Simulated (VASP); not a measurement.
# Si5Ni19 in VASP: a series of runs

Si5Ni19 is run at these levels: PBE; tasks: single point.

All numbers are computed with VASP 6.6.1; they aren't measurements. Logs are shortened: lines on timing, memory, paths and dates and some standing lists are left out, and cuts for length are marked.

## Step 1: The cell of the first run

The cell holds an amorphous packing of atoms, 24 atoms: a = 6.746 Å, b = 6.553 Å, c = 6.326 Å, α = 88.94°, β = 93.13°, γ = 93.55°.

## Step 2: Single point, PBE

INCAR

```
  PREC = Accurate
  ENCUT = 520
  EDIFF = 1E-6
  ISMEAR = -1
  SIGMA = 0.0862
  LREAL = False
  LASPH = True
  NELM = 120
  ALGO = Normal
  ISIF = 2
  LWAVE = False
  LCHARG = True
  GGA = PE
  LELF = True
  LVHAR = True
  ISYM = 0
  NBANDS = 123
  GGA_COMPAT = False
```

KPOINTS

```
Automatic mesh
0
Gamma
  1 1 1
  0.25 0.25 0.25
```

POSCAR

```
Si5Ni19
1.0
    6.7405220000     -0.2054610000     -0.1773920000
   -0.2054610000      6.5498610000      0.0568880000
   -0.1773920000      0.0568880000      6.3235750000
Ni Si
19 5
Direct
    0.8251757390      0.0862769771      0.9857302950
    0.6232497837     -0.0000237300      0.2655912005
    0.6765787497      0.3339396232      0.3608921378
    0.3064758462      0.5109856659      0.2246299618
    0.1598680222      0.5779991938      0.8559496946
    0.9772441838      0.2085023762      0.3443605899
    0.2601803091      0.8358889770      0.5183746304
    0.5298213064      0.1313770740      0.6983026662
    0.2573408295      0.8957415979      0.1776041648
    0.4469788780      0.8454257560      0.9239477506
    0.6659553732      0.6734979341      0.2476621539
    0.4233647582      0.5127345862      0.6311643455
    0.8447373795      0.3795719294      0.7219134058
   -0.0227252848      0.6138092302      0.4790061534
    0.3213660677      0.2142543100     -0.0391779539
    0.7943043164      0.7157859343      0.8464734902
    0.9175925364     -0.0136928313      0.6140244297
    0.3535680811      0.1878059600      0.3736731586
    0.9533049885      0.5130552918      0.1046292626
    0.6219564344      0.3892362410      0.9939972602
    0.5796878470      0.8339939155      0.5760094157
    0.9435710724      0.8471595494      0.2668007808
    0.0870830772      0.9355080410      0.8964551950
    0.1421890551      0.3200998803      0.6068166123
```

Potentials or basis: VASP PAW PBE potentials, release 64 (Ni, Si).

Command:

```
$ cat potpaw_PBE.64/Ni/POTCAR potpaw_PBE.64/Si/POTCAR > POTCAR
$ mpirun -np 1 vasp_std > vasp.out
```

OUTCAR:

```text
PREC = Accurate
   ENCUT = 520
   EDIFF = 1E-6
   ISMEAR = -1
   LREAL = False
   LASPH = True
   NELM = 120
   ISIF = 2
   GGA = PE
   ISYM = 0

 ion  position               nearest neighbor table
   1  0.825  0.086  0.986-  23 2.18   2 2.33  22 2.48  20 2.48  13 2.52   6 2.56  17 2.57  16 2.59
                             8 2.65  10 2.93  19 2.97
   2  0.623  1.000  0.266-  11 2.18  21 2.25   3 2.28   1 2.33  18 2.40  22 2.44   9 2.55  10 2.60
                             6 2.70  17 2.89   8 3.00  20 3.05
   3  0.677  0.334  0.361-   6 2.24   2 2.28  11 2.33  18 2.33  20 2.36  13 2.51   8 2.69  14 2.73
                            19 2.73  12 2.80   4 2.90
   4  0.306  0.511  0.225-  18 2.33  19 2.46   5 2.52   9 2.57  11 2.59  15 2.60  12 2.65  20 2.81
                             7 2.89   3 2.90  14 2.93  24 2.94   6 3.00  10 3.02
   5  0.160  0.578  0.856-  19 2.18  24 2.33  12 2.40  23 2.44   4 2.52  13 2.54  10 2.55  14 2.64
                            16 2.68  15 2.74   7 2.79   9 2.96
   6  0.977  0.209  0.344-  24 2.07   3 2.24  17 2.26  22 2.42  19 2.49  18 2.55   1 2.56   2 2.70
                            14 2.80  13 2.87   4 3.00
   7  0.260  0.836  0.518-  21 2.17   9 2.18  14 2.33  12 2.52  18 2.52  22 2.60  17 2.67   5 2.79
                             8 2.79  10 2.80  23 2.82   4 2.89
   8  0.530  0.131  0.698-  21 2.16  15 2.33  18 2.35  10 2.39  20 2.57  13 2.59   1 2.65  12 2.66
                             3 2.69   7 2.79  17 2.92  24 2.99   2 3.00
   9  0.257  0.896  0.178-  23 2.09  10 2.15   7 2.18  22 2.22  18 2.34  15 2.50   2 2.55   4 2.57
                             5 2.96
  10  0.447  0.845  0.924-   9 2.15   8 2.39  21 2.43  23 2.53   5 2.55   2 2.60  16 2.62  15 2.63
                            11 2.73   7 2.80  12 2.88   1 2.93   4 3.02
  11  0.666  0.673  0.248-  22 2.13   2 2.18   3 2.33  21 2.46  20 2.47  19 2.48  14 2.54   4 2.59
                            10 2.73  16 2.73
  12  0.423  0.513  0.631-  24 2.21  21 2.32   5 2.40   7 2.52   4 2.65   8 2.66  18 2.71  20 2.73
                             3 2.80  10 2.88  15 2.91  16 3.03  13 3.05
  13  0.845  0.380  0.722-  24 2.23  14 2.33  20 2.35  16 2.40   3 2.51   1 2.52   5 2.54   8 2.59
                            19 2.64  17 2.76   6 2.87  12 3.05
  14  0.977  0.614  0.479-  22 2.03  13 2.33   7 2.33  24 2.39  19 2.46  11 2.54   5 2.64  17 2.66
                             3 2.73  16 2.80   6 2.80   4 2.93
  15  0.321  0.214  0.961-  20 2.27   8 2.33  23 2.37   9 2.50  24 2.59   4 2.60  18 2.61  10 2.63
                             5 2.74  12 2.91
  16  0.794  0.716  0.846-  21 2.33  19 2.34  23 2.38  13 2.40  17 2.42  20 2.56   1 2.59  10 2.62
                             5 2.68  11 2.73  14 2.80  22 2.92  12 3.03
  17  0.918  0.986  0.614-  23 2.10   6 2.26  22 2.41  16 2.42  21 2.43   1 2.57  24 2.58  14 2.66
                             7 2.67  13 2.76   2 2.89   8 2.92
  18  0.354  0.188  0.374-  24 2.32   3 2.33   4 2.33   9 2.34   8 2.35   2 2.40   7 2.52   6 2.55
                            15 2.61  12 2.71  21 3.08
  19  0.953  0.513  0.105-   5 2.18  16 2.34  20 2.40  22 2.44   4 2.46  14 2.46  11 2.48   6 2.49
                            13 2.64   3 2.73   1 2.97
  20  0.622  0.389  0.994-  15 2.27  13 2.35   3 2.36  19 2.40  11 2.47   1 2.48  16 2.56   8 2.57
                            12 2.73   4 2.81   2 3.05
  21  0.580  0.834  0.576-   8 2.16   7 2.17   2 2.25  12 2.32  16 2.33  10 2.43  17 2.43  11 2.46
                            18 3.08
  22  0.944  0.847  0.267-  14 2.03  11 2.13   9 2.22  17 2.41   6 2.42   2 2.44  19 2.44   1 2.48
                             7 2.60  23 2.62  16 2.92
  23  0.087  0.936  0.896-   9 2.09  17 2.10   1 2.18  15 2.37  16 2.38   5 2.44  10 2.53  22 2.62
                             7 2.82  24 3.10
  24  0.142  0.320  0.607-   6 2.07  12 2.21  13 2.23  18 2.32   5 2.33  14 2.39  17 2.58  15 2.59
                             4 2.94   8 2.99  23 3.10

IMPORTANT INFORMATION: All symmetrisations will be switched off!
NOSYMM: (Re-)initialisation of all symmetry stuff for point group C_1.

----------------------------------------------------------------------------------------

                                     Primitive cell

  volume of cell :     278.6918

  direct lattice vectors                    reciprocal lattice vectors
     6.740522000 -0.205461000 -0.177392000     0.148606077  0.004625742  0.004127156
    -0.205461000  6.549861000  0.056888000     0.004625742  0.152830914 -0.001245130
    -0.177392000  0.056888000  6.323575000     0.004127156 -0.001245130  0.158265373

  length of vectors
     6.745985397  6.553329656  6.326318435     0.148735326  0.152905971  0.158324073

  position of ions in fractional coordinates (direct lattice)
     0.825175739  0.086276977  0.985730295
     0.623249784  0.999976270  0.265591200
     0.676578750  0.333939623  0.360892138
     0.306475846  0.510985666  0.224629962
     0.159868022  0.577999194  0.855949695
     0.977244184  0.208502376  0.344360590
[... 16 lines left out ...]
     0.087083077  0.935508041  0.896455195
     0.142189055  0.320099880  0.606816612

  ion indices of the primitive-cell ions
   primitive index   ion index
                 1           1
                 2           2
                 3           3
                 4           4
                 5           5
                 6           6
[... 16 lines left out ...]
                23          23
                24          24

----------------------------------------------------------------------------------------

 KPOINTS: Automatic mesh

Automatic generation of k-mesh.
 Grid dimensions read from file:
 generate k-points for:    1    1    1

 Generating k-lattice:

  Cartesian coordinates                     Fractional coordinates (reciprocal lattice)
     0.148606077  0.004625742  0.004127156     1.000000000  0.000000000  0.000000000
     0.004625742  0.152830914 -0.001245130     0.000000000  1.000000000 -0.000000000
     0.004127156 -0.001245130  0.158265373     0.000000000  0.000000000  1.000000000

  Length of vectors
     0.148735326  0.152905971  0.158324073

  Shift w.r.t. Gamma in fractional coordinates (k-lattice)
     0.250000000  0.250000000  0.250000000

 Subroutine IBZKPT returns following result:
 ===========================================

 Found      1 irreducible k-points:

 Following reciprocal coordinates:
            Coordinates               Weight
  0.250000  0.250000  0.250000      2.000000
   k-points           NKPTS =      1   k-points in BZ     NKDIM =      1   number of bands    NBANDS=    123
   number of dos      NEDOS =    301   number of ions     NIONS =     24
   total plane-waves  NPLWV = 120000
   dimension x,y,z NGX =    50 NGY =   50 NGZ =   48
   dimension x,y,z NGXF=   100 NGYF=  100 NGZF=   96
   ions per type =              19   5
   NGX,Y,Z   is equivalent  to a cutoff of  12.32, 12.68, 12.61 a.u.
   NGXF,Y,Z  is equivalent  to a cutoff of  24.64, 25.37, 25.23 a.u.
 SYSTEM =  unknown system
   PREC   = accura    normal or accurate (medium, high low for compatibility)
   ISTART =      0    job   : 0-new  1-cont  2-samecut
   ICHARG =      2    charge: 1-file 2-atom 10-const
   ISPIN  =      1    spin polarized calculation?
   LNONCOLLINEAR =      F non collinear calculations
   LSORBIT =      F    spin-orbit coupling
   LASPH  =      T    aspherical Exc in radial PAW
   ENCUT  =  520.0 eV  38.22 Ry    6.18 a.u.  12.54 12.18 11.76*2*pi/ulx,y,z
   NELM   =    120;   NELMIN=  2; NELMDL= -5     # of ELM steps
   EDIFF  = 0.1E-05   stopping-criterion for ELM
   LREAL  =      F    real-space projection
   EDIFFG = 0.1E-04   stopping-criterion for IOM
   NSW    =      0    number of steps for IOM
   IBRION =     -1    ionic relax: 0-MD 1-quasi-New 2-CG
   NFREE  =      0    steps in history (QN), initial steepest desc. (CG)
   ISIF   =      2    stress and relaxation
   ISYM   =      0    0-nonsym 1-usesym 2-fastsym
   POTIM  = 0.5000    time-step for ionic-motion
   TEBEG  =    0.0;   TEEND  =   0.0 temperature during run
   PSTRESS=    0.0 pullay stress
   NELECT =     210.0000    total number of electrons
   NUPDOWN=      -1.0000    fix difference up-down
   EMIN   =  10.00;   EMAX   =-10.00  energy-range for DOS
   EFERMI =   0.00;   METHOD = LEGACY
   ISMEAR =    -1;   SIGMA  =   0.09  broadening in eV -4-tet -1-fermi 0-gaus
   EFERMI_NEDOS =   21; number of points for ismear=-14 and -15
   IALGO  =     38    algorithm
   IMIX   =      4    mixing-type and parameters
     AMIX     =   0.40;   BMIX     =  1.00
     AMIX_MAG =   1.60;   BMIX_MAG =  1.00
  volume/ion in A,a.u.               =      11.61        78.36
  Fermi-wavevector in a.u.,A,eV,Ry     =   1.489726  2.815175 30.195202  2.219285
  Thomas-Fermi vector in A             =   2.602598
   LORBIT       =      0    0 simple, 1 ext, 2 COOP (PROOUT), +10 PAW based schemes
   GGA     = PE    functional components
   LHFCALC =     F    Hartree Fock is set to
   AEXX    =    0.0000 exact exchange contribution
   IVDW    =     0    specifies the selected vdW correction
   LEPSILON=     F    determine dielectric tensor
   LRPA    =     F    only Hartree local field effects (RPA)
 non-spin polarized calculation
  energy-cutoff  :      520.00
  volume of cell :      278.69
 maximum number of plane-waves:      7504
 NGX is ok and might be reduce to    50
   NGX = 25   NGY = 25   NGZ = 23

 number of electron     210.0000017 magnetization

 Free energy of the ion-electron system (eV)
  ---------------------------------------------------
  ext. energy  EPLUGINS =         0.00000000
  ---------------------------------------------------
  free energy    TOTEN  =      -131.50492219 eV

  energy without entropy =     -130.81945609  energy(sigma->0) =     -131.16218914

 E-fermi :   9.3043     XC(G=0): -12.6298

 val. band max:        9.2631324514   @ k =   0.2500   0.2500   0.2500
 cond. band min:       9.3124492189   @ k =   0.2500   0.2500   0.2500
 fundamental gap:      0.0493167675
 Fermi energy:         9.3043411159

 k-point     1 :       0.2500    0.2500    0.2500
  band No.  band energies     occupation
      1      -1.5379      2.00000
      2      -0.3339      2.00000
      3      -0.0724      2.00000
      4       0.2271      2.00000
      5       0.9228      2.00000
      6       2.7885      2.00000
[... 109 lines left out ...]
    116      11.5216      0.00000
    117      11.8679      0.00000
 [bands above 117 left out]

------------------------ aborting loop because EDIFF is reached ----------------------------------------

  FORCE on cell =-STRESS in cart. coord.  units (eV):
  Direction    XX          YY          ZZ          XY          YZ          ZX
  --------------------------------------------------------------------------------------
  -------------------------------------------------------------------------------------
  Total       10.9764489      8.2252134     11.7474849      1.8711057     -6.9634987     -2.9646001
  in kB       63.1027362     47.2861010     67.5353609     10.7568385    -40.0326031    -17.0432514
  external PRESSURE =      59.3080661 kB  Pullay stress =       0.0000000 kB

 VOLUME and BASIS-vectors are now :
 -----------------------------------------------------------------------------
  energy-cutoff  :      520.00
  volume of cell :      278.69
      direct lattice vectors                 reciprocal lattice vectors
     6.740522000 -0.205461000 -0.177392000     0.148606077  0.004625742  0.004127156
    -0.205461000  6.549861000  0.056888000     0.004625742  0.152830914 -0.001245130
    -0.177392000  0.056888000  6.323575000     0.004127156 -0.001245130  0.158265373

 POSITION                                       TOTAL-FORCE (eV/Angst)
 -----------------------------------------------------------------------------------
      5.36953      0.45164      6.09187        -0.680460      0.333003     -0.181846
      3.94846      6.43676      1.62581        -0.566531      1.279657      0.005864
      4.42786      2.06878      2.18111        -0.579307      1.301887      0.396422
      1.92097      3.29670      1.39517         0.142428      0.349481      0.032726
      0.80700      3.80166      5.41718         0.664860      0.364991     -0.867301
      6.48321      1.18447      2.01610         0.469924     -0.302619     -2.527831
[... 16 lines left out ...]
      0.23575      6.16055      5.70657         1.243669     -0.919491     -1.077037
      0.78502      2.10192      3.83024         1.422311     -0.320190      1.551896
 -----------------------------------------------------------------------------------
    total drift:                                0.000705      0.000586     -0.000340

  FREE ENERGIE OF THE ION-ELECTRON SYSTEM (eV)
  ---------------------------------------------------
  free  energy   TOTEN  =      -131.5049221877 eV

  energy  without entropy=     -130.8194560918  energy(sigma->0) =     -131.16218914
```

Wall time 88 s (1 thread of Intel Xeon 6975P-C (Granite Rapids), shared host); peak memory 0.34 GiB.

What came out:

```
Free energy            : -131.5049 eV
Pressure               : 5.9 GPa
Largest force          : 3.197 eV/Å
Band gap on the k mesh : 0.05 eV
```

Forces in eV/Å, atoms in the order of the input:
```
Ni  -0.680  0.333 -0.182
Ni  -0.567  1.280  0.006
Ni  -0.579  1.302  0.396
Ni   0.142  0.349  0.033
Ni   0.665  0.365 -0.867
Ni   0.470 -0.303 -2.528
Ni  -0.587  0.286  1.882
Ni   0.904  1.383  0.060
Ni   0.340  0.233  1.296
Ni   1.265 -0.883 -1.391
Ni  -1.606 -2.034 -0.626
Ni   1.649 -0.160 -0.009
Ni  -0.942 -0.918  0.356
Ni   0.170 -2.052  1.614
Ni  -0.634  0.410  0.391
Ni  -0.866  0.275  0.082
Ni  -1.332  0.309 -0.760
Ni  -0.803  0.198 -0.088
Ni  -0.823 -1.032  1.340
Si  -0.171  0.358  0.016
Si   1.161 -1.246  0.068
Si   0.157  2.786 -1.562
Si   1.244 -0.919 -1.077
Si   1.422 -0.320  1.552
```

Levels at points of the mesh, in eV from the valence-band top:
```csv
k point,band 101,band 102,band 103,band 104,band 105,band 106,band 107,band 108,band 109,band 110
"(0.25, 0.25, 0.25)",-0.21,-0.19,-0.16,-0.09,0.00,0.05,0.14,0.23,0.41,0.47
```

Caveat: the k points lie up to 0.99 Å⁻¹ apart. Spin polarisation is off, so any magnetic state and its effect on volume and gap are missing.

## Step 3: Single point, PBE

INCAR

```
PREC = Accurate ; ENCUT = 520
EDIFF = 1E-6 ; ISMEAR = -1
SIGMA = 0.0862 ; LREAL = F
LASPH = T ; NELM = 120
ALGO = Normal ; ISIF = 2
LWAVE = F ; LCHARG = F
GGA = PE ; NBANDS = 123
ISYM = 0 ; GGA_COMPAT = F
```

KPOINTS is that of step 2.

POSCAR

```
Si5Ni19
1.0
    6.7405220000     -0.2054610000     -0.1773920000
   -0.2054610000      6.5498610000      0.0568880000
   -0.1773920000      0.0568880000      6.3235750000
Ni Si
19 5
Direct
    0.8362810191      0.0493201904      0.9826104435
    0.6003176127      0.0213563270      0.2237709876
    0.6988432014      0.3335695331      0.3805890006
    0.2672070948      0.5052435459      0.2380403658
    0.1845231222      0.5565758665      0.8659777796
    1.0356734501      0.1490284550      0.3250041715
    0.2049476749      0.8219358213      0.5427220825
    0.5489918561      0.1509819948      0.7154819386
    0.2679203481      0.8759659841      0.1900883556
    0.4618302194      0.8242548751      0.8971178131
    0.5886798472      0.6579994119      0.2012562237
    0.5407224152      0.5204504372      0.6296116431
    0.8565912896      0.3545574036      0.7438368930
   -0.0464268377      0.5815353727      0.5051019188
    0.2375031021      0.1995921044      0.0114801761
    0.7901750313      0.6748559862      0.8500078708
    0.8522639866     -0.0262549479      0.5808126581
    0.3571819291      0.1707082171      0.3839449944
    0.9443202524      0.4448648401      0.1130663252
    0.5693393628      0.3650913802      1.0383075918
    0.5288777225      0.8478783943      0.5023224317
    0.9358536674      0.7883860548      0.2251152628
    0.1027208138      0.9235397581      0.8690950168
    0.1714517674      0.3073552401      0.6366290187
```

Potentials or basis: VASP PAW PBE potentials, release 64 (Ni, Si).

Command:

```
$ cat potpaw_PBE.64/Ni/POTCAR potpaw_PBE.64/Si/POTCAR > POTCAR
$ mpirun -np 1 vasp_std > vasp.out
```

Wall time 92 s (1 thread of Intel Xeon 6975P-C (Granite Rapids), shared host); peak memory 0.34 GiB.

Results (log left out):

| Item | Value |
| --- | --- |
| Free energy | -133.1873 eV |
| Pressure | 1.2 GPa |
| Largest force | 2.281 eV/Å |
| Band gap on the k mesh | 0.10 eV |

Forces on the atoms (eV/Å):
```
Ni  -0.087  0.342 -0.532
Ni   0.920  0.449 -1.200
Ni   0.548 -0.392 -0.015
Ni   0.447 -0.154  1.226
Ni   0.051  0.502 -0.463
Ni  -1.804  0.010 -0.485
Ni  -0.171  0.718  1.269
Ni  -0.349 -0.037  0.781
Ni  -0.011 -0.720 -0.528
Ni  -0.041  0.535 -1.264
Ni   1.160  0.077  0.442
Ni  -1.616 -0.198 -0.030
Ni  -0.180 -1.871  1.088
Ni   0.024  0.019 -0.631
Ni   0.685  1.184 -0.676
Ni   0.493  1.617  0.816
Ni  -0.046 -0.084  0.471
Ni   1.014  1.011  1.140
Ni  -1.355 -0.240  0.435
Si  -0.244 -0.877 -1.114
Si  -0.011 -0.467  1.557
Si  -0.392  0.559 -0.133
Si   0.292 -1.640 -1.558
Si   0.673 -0.343 -0.595
```

Stress tensor (GPa, compression positive):
```
 0.70  4.76 -1.76
 4.76  2.06 -0.53
-1.76 -0.53  0.82
```

Levels at points of the mesh, in eV from the valence-band top:
| k point | band 102 | band 103 | band 104 | band 105 | band 106 | band 107 | band 108 | band 109 |
| --- | --- | --- | --- | --- | --- | --- | --- | --- |
| (0.25, 0.25, 0.25) | -0.17 | -0.11 | -0.09 | 0.00 | 0.10 | 0.17 | 0.26 | 0.38 |

Caveat: the k points lie up to 0.99 Å⁻¹ apart.

(Part 1 of 2 ends here.)
